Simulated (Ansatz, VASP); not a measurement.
## Co in VASP and in Ansatz

```
Co
1.0
     2.54851    0.00000    0.00000
    -1.27426    2.20708    0.00000
     0.00000    0.00000    4.13663
Co
2
Direct
  0.33333 0.66667 0.25000
  0.66667 0.33333 0.75000
```

Alike in both runs: task single point; functional PBE; k mesh 13 × 13 × 7; collinear spin.

|  | VASP | Ansatz |
| --- | --- | --- |
| version | VASP 6.6.1 | Ansatz 0.2.0 |
| potentials or method | VASP PAW PBE potentials, release 64 (Co), cutoff 520 eV | plane waves, PAW |
| occupations | gaussian, width 0.1 eV | gaussian |
| valence electrons in the cell | 18 | 34 |

```csv
,VASP,Ansatz,Ansatz less VASP
pressure (GPa),-13.2,-12.9,+0.36
"traceless stress, the component that is largest in VASP (GPa)",-0.41,-0.23,+0.179
net moment per atom (μB),1.63,1.64,+0.008
size of the moment on the site where the two differ most (μB),1.67,1.73,+0.058
```

Site moments also hang on the region over which each program counts them. VASP's potentials hold 18 valence electrons a cell and Ansatz's 34, so a difference there can come from the potentials and not from the codes.
